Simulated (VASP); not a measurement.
# CaO (P6_3/mmc) in VASP: a series of runs

The runs below take CaO through single point, with PBE, r2SCAN.

All numbers are computed with VASP 6.6.1; they aren't measurements. Logs are shortened: lines on timing, memory, paths and dates and some standing lists are left out, and cuts for length are marked.

### Step 1. The cell of the first run

It takes space group P6_3/mmc (No. 194, hexagonal). The conventional cell has a = 4.082 Å, b = 4.082 Å, c = 4.904 Å, α = 90.00°, β = 90.00°, γ = 120.00°. Ca (site symmetry -6m2) has 5 O at 2.36 to 2.45 Å within 3.1 Å. O (site symmetry -6m2) has 5 Ca at 2.36 to 2.45 Å within 3.1 Å.

### Step 2. Single point, PBE (17.69 Å³/atom)

INCAR reads:

```
SYSTEM = CaO
ALGO = Normal ; EDIFF = 1E-6
ENCUT = 520 ; GGA = PE
ISIF = 2 ; ISMEAR = 0
LASPH = .TRUE. ; LCHARG = .FALSE.
LREAL = .FALSE. ; LWAVE = .FALSE.
NBANDS = 24 ; NELM = 80
PREC = Accurate ; SIGMA = 0.01
```

KPOINTS reads:

```
k-points
0
G
  6 6 4
  0 0 0
```

POSCAR reads:

```
CaO
1.0
    4.0816565372      0.0000000000      0.0000000000
   -2.0408282687      3.5348182508      0.0000000000
    0.0000000000      0.0000000000      4.9044467278
Ca O
2 2
Direct
    0.3333333333      0.6666666667     -0.0624994791
    0.6666666667      0.3333333333      0.4375005209
    0.3333333333      0.6666666667      0.4374994791
    0.6666666667      0.3333333333      0.9374994791
```

Potentials or basis: VASP PAW PBE potentials, release 64 (Ca_sv, O).

Started as:

```
$ cat potpaw_PBE.64/Ca_sv/POTCAR potpaw_PBE.64/O/POTCAR > POTCAR
$ mpirun -np 1 vasp_std > vasp.out
```

OUTCAR:

```text
SYSTEM = CaO
   EDIFF = 1E-6
   ENCUT = 520
   GGA = PE
   ISIF = 2
   ISMEAR = 0
   LASPH = .TRUE.
   LREAL = .FALSE.
   NELM = 80
   PREC = Accurate

 ion  position               nearest neighbor table
   1  0.333  0.667  0.938-   4 2.36   4 2.36   4 2.36   3 2.45   3 2.45
   2  0.667  0.333  0.438-   3 2.36   3 2.36   3 2.36   4 2.45   4 2.45
   3  0.333  0.667  0.437-   2 2.36   2 2.36   2 2.36   1 2.45   1 2.45
   4  0.667  0.333  0.937-   1 2.36   1 2.36   1 2.36   2 2.45   2 2.45

  LATTYP: Found a hexagonal cell.
 ALAT       =     4.0816565372
 C/A-ratio  =     1.2015824171

  Lattice vectors:

 A1 = (   4.0816565372,   0.0000000000,   0.0000000000)
 A2 = (  -2.0408282687,   3.5348182508,   0.0000000000)
 A3 = (   0.0000000000,   0.0000000000,   4.9044467278)

Analysis of symmetry for initial positions (statically):
=====================================================================
 Subroutine PRICEL returns:
 Original cell was already a primitive cell.

 Routine SETGRP: Setting up the symmetry group for a
 hexagonal supercell.

 Subroutine GETGRP returns: Found 24 space group operations
 (whereof  6 operations were pure point group operations)
 out of a pool of 24 trial point group operations.

The static configuration has the point symmetry C_3v.
 The point group associated with its full space group is D_6h.

Analysis of symmetry for dynamics (positions and initial velocities):
=====================================================================
 Subroutine PRICEL returns:
 Original cell was already a primitive cell.

 Routine SETGRP: Setting up the symmetry group for a
 hexagonal supercell.

 Subroutine GETGRP returns: Found 24 space group operations
 (whereof  6 operations were pure point group operations)
 out of a pool of 24 trial point group operations.

The dynamic configuration has the point symmetry C_3v.
 The point group associated with its full space group is D_6h.

 Subroutine INISYM returns: Found 24 space group operations
 (whereof  6 operations are pure point group operations),
 and found     1 'primitive' translations

----------------------------------------------------------------------------------------

                                     Primitive cell

  volume of cell :      70.7609

  direct lattice vectors                    reciprocal lattice vectors
     4.081656537  0.000000000  0.000000000     0.244998566  0.141449988  0.000000000
    -2.040828269  3.534818251  0.000000000     0.000000000  0.282899976  0.000000000
     0.000000000  0.000000000  4.904446728     0.000000000  0.000000000  0.203896597

  length of vectors
     4.081656537  4.081656537  4.904446728     0.282899976  0.282899976  0.203896597

  position of ions in fractional coordinates (direct lattice)
     0.333333333  0.666666667  0.937500521
     0.666666667  0.333333333  0.437500521
     0.333333333  0.666666667  0.437499479
     0.666666667  0.333333333  0.937499479

  ion indices of the primitive-cell ions
   primitive index   ion index
                 1           1
                 2           2
                 3           3
                 4           4

----------------------------------------------------------------------------------------

 KPOINTS: k-points

Automatic generation of k-mesh.
 Grid dimensions read from file:
 generate k-points for:    6    6    4

 Generating k-lattice:

  Cartesian coordinates                     Fractional coordinates (reciprocal lattice)
     0.040833094  0.023574998  0.000000000     0.166666667  0.000000000  0.000000000
     0.000000000  0.047149996  0.000000000     0.000000000  0.166666667  0.000000000
     0.000000000  0.000000000  0.050974149     0.000000000  0.000000000  0.250000000

  Length of vectors
     0.047149996  0.047149996  0.050974149

  Shift w.r.t. Gamma in fractional coordinates (k-lattice)
     0.000000000  0.000000000  0.000000000

 Subroutine IBZKPT returns following result:
 ===========================================

 Found     21 irreducible k-points:

 Following reciprocal coordinates:
            Coordinates               Weight
  0.000000  0.000000  0.000000      1.000000
  0.166667 -0.000000  0.000000      6.000000
  0.333333  0.000000  0.000000      6.000000
  0.500000  0.000000  0.000000      3.000000
  0.166667  0.166667  0.000000      6.000000
  0.333333  0.166667  0.000000     12.000000
[... 13 lines left out ...]
  0.333333  0.166667  0.500000     12.000000
  0.333333  0.333333  0.500000      2.000000
   k-points           NKPTS =     21   k-points in BZ     NKDIM =     21   number of bands    NBANDS=     24
   number of dos      NEDOS =    301   number of ions     NIONS =      4
   total plane-waves  NPLWV =  32400
   dimension x,y,z NGX =    30 NGY =   30 NGZ =   36
   dimension x,y,z NGXF=    60 NGYF=   60 NGZF=   72
   ions per type =               2   2
   NGX,Y,Z   is equivalent  to a cutoff of  12.22, 12.22, 12.20 a.u.
   NGXF,Y,Z  is equivalent  to a cutoff of  24.44, 24.44, 24.41 a.u.
 SYSTEM =  CaO
   PREC   = accura    normal or accurate (medium, high low for compatibility)
   ISTART =      0    job   : 0-new  1-cont  2-samecut
   ICHARG =      2    charge: 1-file 2-atom 10-const
   ISPIN  =      1    spin polarized calculation?
   LNONCOLLINEAR =      F non collinear calculations
   LSORBIT =      F    spin-orbit coupling
   LASPH  =      T    aspherical Exc in radial PAW
   ENCUT  =  520.0 eV  38.22 Ry    6.18 a.u.   7.59  7.59  9.12*2*pi/ulx,y,z
   NELM   =     80;   NELMIN=  2; NELMDL= -5     # of ELM steps
   EDIFF  = 0.1E-05   stopping-criterion for ELM
   LREAL  =      F    real-space projection
   EDIFFG = 0.1E-04   stopping-criterion for IOM
   NSW    =      0    number of steps for IOM
   IBRION =     -1    ionic relax: 0-MD 1-quasi-New 2-CG
   NFREE  =      0    steps in history (QN), initial steepest desc. (CG)
   ISIF   =      2    stress and relaxation
   ISYM   =      2    0-nonsym 1-usesym 2-fastsym
   POTIM  = 0.5000    time-step for ionic-motion
   TEBEG  =    0.0;   TEEND  =   0.0 temperature during run
   PSTRESS=    0.0 pullay stress
   NELECT =      32.0000    total number of electrons
   NUPDOWN=      -1.0000    fix difference up-down
   EMIN   =  10.00;   EMAX   =-10.00  energy-range for DOS
   EFERMI =   0.00;   METHOD = LEGACY
   ISMEAR =     0;   SIGMA  =   0.01  broadening in eV -4-tet -1-fermi 0-gaus
   EFERMI_NEDOS =   21; number of points for ismear=-14 and -15
   IALGO  =     38    algorithm
   IMIX   =      4    mixing-type and parameters
     AMIX     =   0.40;   BMIX     =  1.00
     AMIX_MAG =   1.60;   BMIX_MAG =  1.00
  volume/ion in A,a.u.               =      17.69       119.38
  Fermi-wavevector in a.u.,A,eV,Ry     =   1.256590  2.374611 21.483853  1.579019
  Thomas-Fermi vector in A             =   2.390291
   LORBIT       =      0    0 simple, 1 ext, 2 COOP (PROOUT), +10 PAW based schemes
   GGA     = PE    functional components
   LHFCALC =     F    Hartree Fock is set to
   AEXX    =    0.0000 exact exchange contribution
   IVDW    =     0    specifies the selected vdW correction
   LEPSILON=     F    determine dielectric tensor
   LRPA    =     F    only Hartree local field effects (RPA)
 non-spin polarized calculation
 Gauss-broadening in eV      SIGMA  =   0.01
  energy-cutoff  :      520.00
  volume of cell :       70.76
 maximum number of plane-waves:      1938
   NGX = 15   NGY = 15   NGZ = 19

 number of electron      32.0000006 magnetization

 Free energy of the ion-electron system (eV)
  ---------------------------------------------------
  ext. energy  EPLUGINS =         0.00000000
  ---------------------------------------------------
  free energy    TOTEN  =       -25.30634932 eV

  energy without entropy =      -25.30634932  energy(sigma->0) =      -25.30634932

 E-fermi :   1.1075     XC(G=0):  -9.0924

 val. band max:        1.0226940303   @ k =   0.0000   0.0000   0.0000
 cond. band min:       3.9475635073   @ k =   0.0000   0.0000   0.0000
 fundamental gap:      2.9248694771
 Fermi energy:         1.1074719447

 k-point     1 :       0.0000    0.0000    0.0000
  band No.  band energies     occupation
      1     -36.9291      2.00000
      2     -36.8334      2.00000
      3     -18.1866      2.00000
      4     -18.0022      2.00000
      5     -18.0022      2.00000
      6     -17.8479      2.00000
[... 16 lines left out ...]
     23       9.1466      0.00000
     24       9.1473      0.00000

 k-point     2 :       0.1667   -0.0000    0.0000
  band No.  band energies     occupation
      1     -36.9212      2.00000
      2     -36.8368      2.00000
      3     -18.1577      2.00000
      4     -18.0779      2.00000
      5     -18.0193      2.00000
      6     -17.9396      2.00000
[... 16 lines left out ...]
     23       8.6723      0.00000
     24       8.9877      0.00000

 k-point     3 :       0.3333    0.0000    0.0000
  band No.  band energies     occupation
      1     -36.9022      2.00000
      2     -36.8470      2.00000
      3     -18.2218      2.00000
      4     -18.1042      2.00000
      5     -18.0843      2.00000
      6     -18.0507      2.00000
[... 16 lines left out ...]
     23       8.8700      0.00000
     24       9.0265      0.00000
[... 433 lines left out ...]
 k-point    20 :       0.3333    0.1667    0.5000
  band No.  band energies     occupation
      1     -36.8716      2.00000
      2     -36.8716      2.00000
      3     -18.4734      2.00000
      4     -18.4734      2.00000
      5     -17.9750      2.00000
      6     -17.9750      2.00000
[... 16 lines left out ...]
     23       9.1429      0.00000
     24       9.1429      0.00000

 k-point    21 :       0.3333    0.3333    0.5000
  band No.  band energies     occupation
      1     -36.8705      2.00000
      2     -36.8705      2.00000
      3     -18.4983      2.00000
      4     -18.4983      2.00000
      5     -17.9976      2.00000
      6     -17.9976      2.00000
[... 16 lines left out ...]
     23       9.1418      0.00000
     24       9.1418      0.00000

------------------------ aborting loop because EDIFF is reached ----------------------------------------

  FORCE on cell =-STRESS in cart. coord.  units (eV):
  Direction    XX          YY          ZZ          XY          YZ          ZX
  --------------------------------------------------------------------------------------
  -------------------------------------------------------------------------------------
  Total       -1.7157829     -1.7157829     -1.9400562      0.0000000      0.0000000      0.0000000
  in kB      -38.8489567    -38.8489567    -43.9269776      0.0000000      0.0000000      0.0000000
  external PRESSURE =     -40.5416304 kB  Pullay stress =       0.0000000 kB

 VOLUME and BASIS-vectors are now :
 -----------------------------------------------------------------------------
  energy-cutoff  :      520.00
  volume of cell :       70.76
      direct lattice vectors                 reciprocal lattice vectors
     4.081656537  0.000000000  0.000000000     0.244998566  0.141449988  0.000000000
    -2.040828269  3.534818251  0.000000000     0.000000000  0.282899976  0.000000000
     0.000000000  0.000000000  4.904446728     0.000000000  0.000000000  0.203896597

 POSITION                                       TOTAL-FORCE (eV/Angst)
 -----------------------------------------------------------------------------------
     -0.00000      2.35655      4.59792         0.000000      0.000000      0.000000
      2.04083      1.17827      2.14570        -0.000000      0.000000      0.000000
     -0.00000      2.35655      2.14569        -0.000000      0.000000     -0.000000
      2.04083      1.17827      4.59792         0.000000     -0.000000      0.000000
 -----------------------------------------------------------------------------------
    total drift:                               -0.000000      0.000000      0.012088

  FREE ENERGIE OF THE ION-ELECTRON SYSTEM (eV)
  ---------------------------------------------------
  free  energy   TOTEN  =       -25.3063493215 eV

  energy  without entropy=      -25.3063493215  energy(sigma->0) =      -25.30634932
```

Run time: 18 s. Hardware: 1 thread of Intel Xeon 6975P-C (Granite Rapids), shared host; peak memory 0.19 GiB.

What came out:

- Free energy: -25.3063 eV
- Pressure: -4.1 GPa
- Band gap on the k mesh: 2.92 eV

Caveat: the cell stands under tension; the structure was generated, so it needn't be the stable form of CaO.

(Continued in part 2 of 2.)
